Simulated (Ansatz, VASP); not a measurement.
CrCN in VASP and in Ansatz

```
CELL_PARAMETERS angstrom
2.74611 0.00000 0.00000
0.00000 2.74611 0.00000
0.00000 0.00000 3.85014
ATOMIC_POSITIONS crystal
Cr 0.00000 0.00000 0.00000
C 0.00000 0.00000 0.50000
N 0.50000 0.50000 0.00000
```

Change from the starting cell: species swapped into the TiOF type (P4/mmm, No. 123).

Alike in both runs: functional PBE; k mesh 16 × 16 × 12; occupations gaussian, width 0.1 eV; no spin polarisation.

Ansatz relaxed the structure, and its values are those at the end. VASP's run is a single point on that final structure, the one shown.

|  | VASP | Ansatz |
| --- | --- | --- |
| version | VASP 6.6.1 | Ansatz 0.2.0 |
| potentials or method | VASP PAW PBE potentials, release 64 (Cr_pv, C, N), cutoff 520 eV | scalar-relativistic, plane waves, PAW |
| valence electrons in the cell | 21 | 23 |

```tsv
	VASP	Ansatz	Ansatz less VASP
gap on the k mesh at the Fermi level (eV)	none	none	-
pressure (GPa)	0.0	0.0	-0.04
```

A gap of «none» marks a metal or a gap that the smearing closes. VASP's potentials hold 21 valence electrons a cell and Ansatz's 23, so a difference there can come from the potentials and not from the codes.
